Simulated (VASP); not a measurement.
Write the native input for VASP 6.6.1 that does the following.

- Task: single point
- Functional: PBE
- Potentials or basis: VASP PAW PBE potentials, release 64 (V_sv, O)
- Cutoff: 600 eV
- k mesh: 6 × 6 × 10
- Occupations: gaussian, width 0.02 eV
- Spin: collinear spin, ferromagnetic start
- Starting moments: [0.95, 0.95, 0.0, 0.0, 0.0, 0.0] μB
- Hubbard terms: V d U = 3.25 eV
- Dipole correction: no
- Further INCAR settings: ALGO = Normal; EDIFF = 1e-06; NBANDS = 38

The structure of VO2 lies in POSCAR:

```
VO2
1.0
    4.5776487335      0.0000000000      0.0000000000
    0.0000000000      4.5776487335      0.0000000000
    0.0000000000      0.0000000000      3.0744136241
V O
2 4
Direct
    0.0000000000      0.0000000000      0.0000000000
    0.5000000000      0.5000000000      0.5000000000
    0.2992167434      0.2992167434      0.0000000000
    0.2007832566      0.7992167434      0.5000000000
    0.7007832566      0.7007832566      0.0000000000
    0.7992167434      0.2007832566      0.5000000000
```

These files were run (other wordings do the same):

INCAR

```
PREC = Accurate
ENCUT = 600
EDIFF = 1E-6
ISMEAR = 0
SIGMA = 0.02
LREAL = F
LASPH = T
NELM = 200
ALGO = Normal
ISIF = 2
LWAVE = F
LCHARG = T
ISPIN = 2
MAGMOM = 0.95 0.95 0 0 0 0
LORBIT = 11
LMAXMIX = 4
LDAU = T
LDAUTYPE = 2
LDAUL = 2 -1
LDAUU = 3.25 0
LDAUJ = 0 0
LDAUPRINT = 1
GGA = PE
LELF = T
LVHAR = T
NBANDS = 38
GGA_COMPAT = F
```

KPOINTS

```
regular mesh
0
Gamma
  6 6 10
```

Potentials or basis: VASP PAW PBE potentials, release 64 (V_sv, O).

The run is started by

```bash
$ cat potpaw_PBE.64/V_sv/POTCAR potpaw_PBE.64/O/POTCAR > POTCAR
$ mpirun -np 1 vasp_std > vasp.out
```

It gave:

```json
{
 "Pressure": "-9.2 GPa",
 "Largest force": "0.047 eV/Å",
 "Band gap on the k mesh": "0.84 eV (least direct gap 1.05 eV)",
 "Net moment": "2.00 μB per cell",
 "Site moments": "V +1.09; O -0.06 μB",
 "Valence electrons inside the program's atomic spheres": "V 11.23; O 5.03"
}
```

Caveat: the cell stands under tension.

It took 6.2 min on 1 thread of Intel(R) Xeon(R) Platinum 8175M CPU @ 2.50GHz (Skylake/Cascade Lake), with other jobs on the host, peak memory 0.4 GiB.
